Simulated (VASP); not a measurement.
The system is BN (Qingsongite).

```
B N
1.0
     0.00000    1.80750    1.80750
     1.80750    0.00000    1.80750
     1.80750    1.80750    0.00000
B N
1 1
Cartesian
  0.0000 0.0000 0.0000
  0.9038 0.9038 0.9038
```

Base run:

```yaml
Program: VASP 6.6.1
Functional: PBE
Potentials_or_basis: VASP PAW PBE potentials, release 64 (B, N)
Cutoff: 520 eV
k_mesh: 8 × 8 × 8
Occupations: gaussian, width 0.01 eV
Spin: no spin polarisation
```

Its results: band gap on the k mesh 4.46 eV, indirect (least direct gap 8.82 eV); pressure 3.3 GPa.

**Question.** The run is repeated on the same cell with these changes: k mesh from 8 × 8 × 8 to 4 × 4 × 4. What comes out?

**Answer.** Band gap on the k mesh 4.44 eV, indirect (least direct gap 8.79 eV); pressure 4.0 GPa.

Caveats: some runs use coarse meshes.

A k mesh can miss the band edges.
